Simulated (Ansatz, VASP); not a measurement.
One calculation of Rh, two programs

```xyz
2
Lattice="2.7010 0.0000 0.0000 -1.3505 2.3392 0.0000 0.0000 0.0000 4.3568" Properties=species:S:1:pos:R:3 pbc="T T T"
Rh    1.3505    0.7797    3.2676
Rh    0.0000    1.5594    1.0892
```

Alike in both runs: functional r2SCAN; k mesh 24 × 24 × 14; occupations gaussian, width 0.1 eV; no spin polarisation.

Ansatz relaxed the structure, and its values are those at the end. VASP's run is a single point on that final structure, the one shown.

|  | VASP | Ansatz |
| --- | --- | --- |
| version | VASP 6.6.1 | Ansatz 0.2.0 |
| potentials or method | VASP PAW PBE potentials, release 64 (Rh_pv), cutoff 520 eV | scalar-relativistic, plane waves, PAW |
| valence electrons in the cell | 30 | 34 |

Ansatz gave:

- gap on the k mesh at the Fermi level (eV): none
- pressure (GPa): 0.0

Q: What did VASP give for the same quantities?

A: gap on the k mesh at the Fermi level (eV): none; pressure (GPa): 1.2.

VASP's potentials were made for PBE, not for r2SCAN. A gap of «none» marks a metal or a gap that the smearing closes. The functional is the same, so the differences come from potentials, cutoffs and numerics. VASP's potentials hold 30 valence electrons a cell and Ansatz's 34, so a difference there can come from the potentials and not from the codes.
